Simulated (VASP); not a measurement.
A run of VASP 6.6.1 is set up as follows.

INCAR

```
SYSTEM = Zn5Ga3N3O5
ALGO = Normal
EDIFF = 1E-6
ENCUT = 700
GGA = PS
GGA_COMPAT = .False.
ISIF = 2
ISMEAR = 1
ISYM = -1
LASPH = .True.
LCHARG = .True.
LELF = .True.
LREAL = Auto
LVHAR = .True.
LWAVE = .False.
NBANDS = 86
NELM = 120
PREC = Accurate
SIGMA = 0.05
```

File KPOINTS:

```
explicit points
1
Reciprocal
  0.25000000   0.25000000   0.25000000 1
```

The input POSCAR:

```
Zn5Ga3N3O5
1.0
    6.4287110000      0.0000000000      0.0000000000
    0.0000000000      5.5674270000      0.0000000000
    0.0000000000      0.0000000000      5.2049820000
Ga Zn O N
3 5 5 3
Direct
    0.2628920000      0.1611890000      0.4592600000
    0.0082500000      0.6741600000      0.5167710000
    0.4723700000      0.3135360000      0.0017040000
    0.7463270000      0.1868780000      0.4918020000
    0.4571780000      0.6678520000      0.4816820000
    0.0051780000      0.3306840000      0.0300720000
    0.2212830000      0.8297140000      0.0271890000
    0.7531970000      0.8147230000      0.9937960000
    0.9835920000      0.3402650000      0.3909470000
    0.2652560000      0.8443870000      0.3736010000
    0.9884240000      0.6789170000      0.8640080000
    0.7553940000      0.1857900000      0.8640910000
    0.5086640000      0.6611080000      0.8532280000
    0.5191640000      0.3420930000      0.3726090000
    0.7490100000      0.8517170000      0.3860010000
    0.2444190000      0.1850050000      0.8607890000
```

Potentials or basis: VASP PAW PBE potentials, release 64 (Ga_d, Zn, O, N).

The run is started by

```sh
$ cat potpaw_PBE.64/Ga_d/POTCAR potpaw_PBE.64/Zn/POTCAR potpaw_PBE.64/O/POTCAR potpaw_PBE.64/N/POTCAR > POTCAR
$ mpirun -np 1 vasp_std > vasp.out
```

Task: Predict the largest force.

Result: 7.493 eV/Å.

Task: Predict the pressure.

Result: 6.1 GPa.

Forces on the atoms (eV/Å):
```
Ga   0.497  2.920  3.031
Ga  -3.421  0.743 -1.679
Ga   3.724  1.605 -0.248
Zn  -0.621 -2.443  1.070
Zn   6.556 -3.001  2.037
Zn  -0.732 -0.401 -2.074
Zn   1.202  0.897 -3.298
Zn  -1.963  1.799  1.625
O    3.609  1.489  0.361
O   -4.784  1.786 -0.156
O    2.088 -1.336  0.021
O   -1.160  0.107  1.431
O   -1.759 -0.876  1.261
N   -3.928  0.245 -1.885
N    1.815 -1.738 -0.348
N   -1.123 -1.796 -1.147
```

Caveat: the cell stands under pressure; the PAW data sets were made with another functional, which shifts forces and pressure a little.
